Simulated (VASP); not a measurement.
Set up this calculation in VASP 6.6.1, as the native input.

```
Task                   : single point
Functional             : r2SCAN
Potentials or basis    : VASP PAW PBE potentials, release 64 (W_sv, S)
Cutoff                 : 520 eV
k mesh                 : 9 × 9 × 2
Occupations            : fermi-dirac, width 0.1 eV
Spin                   : no spin polarisation
Dipole correction      : no
Further INCAR settings : ALGO = Normal; EDIFF = 1e-06; NBANDS = 35
```

System: WS2, a slab with vacuum.

```
CELL_PARAMETERS angstrom
3.18321 0.00000 0.00000
-1.59160 2.75674 0.00000
0.00000 0.00000 23.66876
ATOMIC_POSITIONS crystal
W 0.33333 0.66667 0.63732
W 0.66667 0.33333 0.36268
S 0.33333 0.66667 0.29682
S 0.66667 0.33333 0.57144
S 0.33333 0.66667 0.42856
S 0.66667 0.33333 0.70318
```

These files were run (other wordings do the same):

POSCAR

```
WS2
1.0
    3.1832090000      0.0000000000      0.0000000000
   -1.5916040000      2.7567390000      0.0000000000
    0.0000000000      0.0000000000     23.6687630000
W S
2 4
Direct
    0.3333333333      0.6666666667      0.6373180000
    0.6666666667      0.3333333333      0.3626820000
    0.3333333333      0.6666666667      0.2968160000
    0.6666666667      0.3333333333      0.5714420000
    0.3333333333      0.6666666667      0.4285580000
    0.6666666667      0.3333333333      0.7031840000
```

INCAR.step1

```
SYSTEM = WS2
ALGO     = Normal         ! electronic algorithm
EDIFF    = 1E-4           ! SCF threshold, eV
ENCUT    = 520            ! plane-wave cutoff, eV
GGA      = PE             ! functional
ISMEAR   = -1             ! smearing method
LASPH    = .True.         ! aspherical terms in the spheres
LCHARG   = .False.        ! write CHGCAR
LREAL    = .False.        ! projectors in reciprocal space
LWAVE    = .True.         ! write WAVECAR
NBANDS   = 35             ! bands
NELM     = 60             ! most SCF steps
PREC     = Accurate       ! precision mode
SIGMA    = 0.1            ! smearing width, eV
```

INCAR.step2

```
SYSTEM = WS2
ALGO     = Normal         ! electronic algorithm
EDIFF    = 1E-6           ! SCF threshold, eV
ENCUT    = 520            ! plane-wave cutoff, eV
ISIF     = 2              ! what is computed and relaxed
ISMEAR   = -1             ! smearing method
ISTART   = 1            
LASPH    = .True.         ! aspherical terms in the spheres
LCHARG   = .False.        ! write CHGCAR
LMIXTAU  = .True.       
LREAL    = .False.        ! projectors in reciprocal space
LWAVE    = .False.        ! write WAVECAR
METAGGA  = R2SCAN         ! meta-GGA
NBANDS   = 35             ! bands
NELM     = 60             ! most SCF steps
PREC     = Accurate       ! precision mode
SIGMA    = 0.1            ! smearing width, eV
```

KPOINTS

```
k-points
0
Gamma
  9 9 2
  0 0 0
```

Potentials or basis: VASP PAW PBE potentials, release 64 (W_sv, S).

Command:

```bash
$ cat potpaw_PBE.64/W_sv/POTCAR potpaw_PBE.64/S/POTCAR > POTCAR
$ cp INCAR.step1 INCAR
$ mpirun -np 1 vasp_std > vasp.out
$ cp INCAR.step2 INCAR
$ mpirun -np 1 vasp_std > vasp.out
```

It gave:

| Quantity | Value |
| --- | --- |
| Largest force | 0.013 eV/Å |
| Band gap on the k mesh | 1.58 eV (least direct gap 1.90 eV) |

Caveat: there is no dipole correction, which matters where the two faces differ; the PAW data sets were made with another functional, which shifts forces and pressure a little; spin-orbit coupling is left out, which moves the levels of the heavy elements.

Wall time 19 min on 1 thread of Intel Xeon 8259CL, with other jobs on the host, peak memory 0.44 GiB.
